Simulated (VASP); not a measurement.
# GaN (P6_3mc) in VASP: further runs

Runs on GaN. Level: PBE. Tasks: single point, relaxation of shape and atoms at fixed volume.

All numbers are computed with VASP 6.6.1; they aren't measurements. Logs are shortened: lines on timing, memory, paths and dates and some standing lists are left out, and cuts for length are marked.

### 1 The cell of the first run

Symmetry: P6_3mc, No. 186, hexagonal system. Conventional cell: a = 3.177 Å, b = 3.177 Å, c = 5.175 Å, α = 90.00°, β = 90.00°, γ = 120.00°. Within 2.6 Å of Ga (site symmetry 3m) lie 4 N at 1.94 to 1.95 Å. N (site symmetry 3m) has 4 Ga at 1.94 to 1.95 Å within 2.6 Å.

### 2 Single point, PBE

INCAR

```
PREC = Accurate
ENCUT = 520
EDIFF = 1E-6
ISMEAR = 0
SIGMA = 0.05
LREAL = F
LASPH = T
NELM = 60
ALGO = Normal
ISIF = 2
LWAVE = F
LCHARG = F
GGA = PE
NBANDS = 26
```

KPOINTS

```
regular mesh
0
Gamma
  10 10 6
```

POSCAR

```
GaN
1.0
    3.1771213288      0.0000000000      0.0000000000
   -1.5885606644      2.7514677816      0.0000000000
    0.0000000000      0.0000000000      5.1753656812
Ga N
2 2
Direct
    0.3333333333      0.6666666667     -0.0008245947
    0.6666666667      0.3333333333      0.4991754053
    0.3333333333      0.6666666667      0.3758245947
    0.6666666667      0.3333333333      0.8758245947
```

Potentials or basis: VASP PAW PBE potentials, release 64 (Ga_d, N).

Started as:

```
$ cat potpaw_PBE.64/Ga_d/POTCAR potpaw_PBE.64/N/POTCAR > POTCAR
$ mpirun -np 1 vasp_std > vasp.out
```

OUTCAR:

```text
PREC = Accurate
   ENCUT = 520
   EDIFF = 1E-6
   ISMEAR = 0
   LREAL = F
   LASPH = T
   NELM = 60
   ISIF = 2
   GGA = PE

 ion  position               nearest neighbor table
   1  0.333  0.667  0.999-   4 1.94   4 1.94   4 1.94   3 1.95
   2  0.667  0.333  0.499-   3 1.94   3 1.94   3 1.94   4 1.95
   3  0.333  0.667  0.376-   2 1.94   2 1.94   2 1.94   1 1.95
   4  0.667  0.333  0.876-   1 1.94   1 1.94   1 1.94   2 1.95

  LATTYP: Found a hexagonal cell.
 ALAT       =     3.1771213288
 C/A-ratio  =     1.6289480777

  Lattice vectors:

 A1 = (   3.1771213288,   0.0000000000,   0.0000000000)
 A2 = (  -1.5885606644,   2.7514677816,   0.0000000000)
 A3 = (   0.0000000000,   0.0000000000,   5.1753656812)

Analysis of symmetry for initial positions (statically):
=====================================================================
 Subroutine PRICEL returns:
 Original cell was already a primitive cell.

 Routine SETGRP: Setting up the symmetry group for a
 hexagonal supercell.

 Subroutine GETGRP returns: Found 12 space group operations
 (whereof  6 operations were pure point group operations)
 out of a pool of 24 trial point group operations.

The static configuration has the point symmetry C_3v.
 The point group associated with its full space group is C_6v.

Analysis of symmetry for dynamics (positions and initial velocities):
=====================================================================
 Subroutine PRICEL returns:
 Original cell was already a primitive cell.

 Routine SETGRP: Setting up the symmetry group for a
 hexagonal supercell.

 Subroutine GETGRP returns: Found 12 space group operations
 (whereof  6 operations were pure point group operations)
 out of a pool of 24 trial point group operations.

The dynamic configuration has the point symmetry C_3v.
 The point group associated with its full space group is C_6v.

 Subroutine INISYM returns: Found 12 space group operations
 (whereof  6 operations are pure point group operations),
 and found     1 'primitive' translations

----------------------------------------------------------------------------------------

                                     Primitive cell

  volume of cell :      45.2417

  direct lattice vectors                    reciprocal lattice vectors
     3.177121329  0.000000000  0.000000000     0.314750334  0.181721190  0.000000000
    -1.588560664  2.751467782  0.000000000     0.000000000  0.363442380  0.000000000
     0.000000000  0.000000000  5.175365681     0.000000000  0.000000000  0.193223061

[... 88 lines left out ...]
   LREAL  =      F    real-space projection
   EDIFFG = 0.1E-04   stopping-criterion for IOM
   NSW    =      0    number of steps for IOM
   IBRION =     -1    ionic relax: 0-MD 1-quasi-New 2-CG
   NFREE  =      0    steps in history (QN), initial steepest desc. (CG)
   ISIF   =      2    stress and relaxation
   ISYM   =      2    0-nonsym 1-usesym 2-fastsym
   POTIM  = 0.5000    time-step for ionic-motion
   TEBEG  =    0.0;   TEEND  =   0.0 temperature during run
   PSTRESS=    0.0 pullay stress
   NELECT =      36.0000    total number of electrons
   NUPDOWN=      -1.0000    fix difference up-down
   EMIN   =  10.00;   EMAX   =-10.00  energy-range for DOS
   EFERMI =   0.00;   METHOD = LEGACY
   ISMEAR =     0;   SIGMA  =   0.05  broadening in eV -4-tet -1-fermi 0-gaus
   EFERMI_NEDOS =   21; number of points for ismear=-14 and -15
   IALGO  =     38    algorithm
   IMIX   =      4    mixing-type and parameters
     AMIX     =   0.40;   BMIX     =  1.00
     AMIX_MAG =   1.60;   BMIX_MAG =  1.00
  volume/ion in A,a.u.               =      11.31        76.33
  Fermi-wavevector in a.u.,A,eV,Ry     =   1.517036  2.866782 31.312427  2.301398
  Thomas-Fermi vector in A             =   2.626345
   LORBIT       =      0    0 simple, 1 ext, 2 COOP (PROOUT), +10 PAW based schemes
   GGA     = PE    functional components
   LHFCALC =     F    Hartree Fock is set to
   AEXX    =    0.0000 exact exchange contribution
   IVDW    =     0    specifies the selected vdW correction
   LEPSILON=     F    determine dielectric tensor
   LRPA    =     F    only Hartree local field effects (RPA)
 non-spin polarized calculation
 Gauss-broadening in eV      SIGMA  =   0.05
  energy-cutoff  :      520.00
  volume of cell :       45.24
 maximum number of plane-waves:      1244
 NGX is ok and might be reduce to    24
   NGX = 11   NGY = 11   NGZ = 19

 number of electron      36.0000002 magnetization

 Free energy of the ion-electron system (eV)
  ---------------------------------------------------
  ext. energy  EPLUGINS =         0.00000000
  ---------------------------------------------------
  free energy    TOTEN  =       -24.28675596 eV

  energy without entropy =      -24.28675596  energy(sigma->0) =      -24.28675596

 E-fermi :   5.6962     XC(G=0): -11.7222

 val. band max:        5.4264601580   @ k =   0.0000   0.0000   0.0000
 cond. band min:       7.4030034381   @ k =   0.0000   0.0000   0.0000
 fundamental gap:      1.9765432800
 Fermi energy:         5.6962482563

 k-point     1 :       0.0000    0.0000    0.0000
  band No.  band energies     occupation
      1     -10.6378      2.00000
      2      -9.6848      2.00000
      3      -8.0202      2.00000
      4      -8.0045      2.00000
      5      -8.0045      2.00000
      6      -7.9413      2.00000
[... 685 lines left out ...]
     25      17.4760      0.00000
     26      18.8792      0.00000

 [... further k-points ...]

------------------------ aborting loop because EDIFF is reached ----------------------------------------

  FORCE on cell =-STRESS in cart. coord.  units (eV):
  Direction    XX          YY          ZZ          XY          YZ          ZX
  --------------------------------------------------------------------------------------
  -------------------------------------------------------------------------------------
  Total        2.0680176      2.0680176      2.0890568      0.0000000      0.0000000      0.0000000
  in kB       73.2361563     73.2361563     73.9812312      0.0000000      0.0000000      0.0000000
  external PRESSURE =      73.4845146 kB  Pullay stress =       0.0000000 kB

 VOLUME and BASIS-vectors are now :
 -----------------------------------------------------------------------------
  energy-cutoff  :      520.00
  volume of cell :       45.24
      direct lattice vectors                 reciprocal lattice vectors
     3.177121329  0.000000000  0.000000000     0.314750334  0.181721190  0.000000000
    -1.588560664  2.751467782  0.000000000     0.000000000  0.363442380  0.000000000
     0.000000000  0.000000000  5.175365681     0.000000000  0.000000000  0.193223061

 POSITION                                       TOTAL-FORCE (eV/Angst)
 -----------------------------------------------------------------------------------
     -0.00000      1.83431      5.17110        -0.000000      0.000000      0.001181
      1.58856      0.91716      2.58342         0.000000     -0.000000      0.001181
     -0.00000      1.83431      1.94503        -0.000000      0.000000     -0.001181
      1.58856      0.91716      4.53271         0.000000      0.000000     -0.001181
 -----------------------------------------------------------------------------------
    total drift:                               -0.000001     -0.000001     -0.000675

  FREE ENERGIE OF THE ION-ELECTRON SYSTEM (eV)
  ---------------------------------------------------
  free  energy   TOTEN  =       -24.2867559563 eV

  energy  without entropy=      -24.2867559563  energy(sigma->0) =      -24.28675596
```

Run time: 35 s. Hardware: 1 thread of AMD EPYC 9R45 (Zen 5), shared host; peak memory 0.16 GiB.

What came out:

```yaml
Free_energy: -24.2868 eV
Pressure: 7.3 GPa
Band_gap_on_the_k_mesh: 1.98 eV, direct
```

As with any semilocal functional, this PBE gap is likely too small.

### 3 Relaxation of shape and atoms at fixed volume, PBE

INCAR

```
SYSTEM = GaN
  PREC = Accurate
  ENCUT = 600
  EDIFF = 1E-6
  ISMEAR = 0
  SIGMA = 0.05
  LREAL = .FALSE.
  LASPH = .TRUE.
  NELM = 100
  ALGO = Normal
  ISIF = 4
  LWAVE = .FALSE.
  LCHARG = .FALSE.
  GGA = PE
  IBRION = 2
  NSW = 60
  EDIFFG = -0.01
```

KPOINTS

```
Automatic mesh
0
G
  10 10 6
  0 0 0
```

POSCAR

```
GaN
1.0
    3.1800000000      0.0000000000      0.0000000000
   -1.5900000000      2.7539607840      0.0000000000
    0.0000000000      0.0000000000      5.1660000000
Ga N
2 2
Direct
    0.3333333333      0.6666666667      0.0000000000
    0.6666666667      0.3333333333      0.5000000000
    0.3333333333      0.6666666667      0.3750000000
    0.6666666667      0.3333333333      0.8750000000
```

Potentials or basis: VASP PAW PBE potentials, release 64 (Ga_d, N).

Started as:

```
$ cat potpaw_PBE.64/Ga_d/POTCAR potpaw_PBE.64/N/POTCAR > POTCAR
$ mpirun -np 1 vasp_std > vasp.out
```

Run time: 87 s. Hardware: 1 thread of AMD EPYC 9R45 (Zen 5), shared host; peak memory 0.18 GiB.

The run converged. Its results:

```yaml
Free_energy: -24.2897 eV
Energy_gained_by_relaxing: 0.4 meV/atom
Ionic_steps: 3
Pressure_after_relaxing: 7.2 GPa
Largest_force_after_relaxing: 0.007 eV/Å
Band_gap_on_the_k_mesh: 1.97 eV, direct
```

Forces on the atoms (eV/Å):
```
Ga   0.000  0.000 -0.007
Ga   0.000  0.000 -0.007
N    0.000  0.000  0.007
N    0.000  0.000  0.007
```

Stress tensor (GPa, compression positive):
```
7.23 0.00 0.00
0.00 7.23 0.00
0.00 0.00 7.07
```

Step by step:
```tsv
step	energy change (eV)	largest force (eV/Å)	pressure (GPa)	volume (Å³)
1	0.0000	0.1347	7.17	45.24
2	-0.0003	0.1027	7.20	45.24
3	-0.0017	0.0072	7.18	45.24
```

Final structure:
```
Ga N
1.0
     3.17595    0.00000    0.00000
    -1.58797    2.75045    0.00000
     0.00000    0.00000    5.17920
Ga N
2 2
Direct
  0.33333 0.66667 0.99935
  0.66667 0.33333 0.49935
  0.33333 0.66667 0.37565
  0.66667 0.33333 0.87565
```

Levels at points of the mesh, in eV from the valence-band top:
```tsv
k point	band 15	band 16	band 17	band 18	band 19	band 20	band 21	band 22
(0.00, 0.00, 0.00)	-1.04	-0.05	0.00	0.00	1.97	4.33	9.24	9.96
(0.50, 0.00, 0.00)	-4.25	-2.77	-2.24	-1.01	5.10	5.61	6.06	8.66
(0.00, 0.00, 0.50)	-0.53	-0.53	-0.53	-0.53	4.31	4.31	8.51	8.51
(0.50, 0.00, 0.50)	-1.96	-1.96	-1.92	-1.92	4.43	4.43	7.82	7.82
```
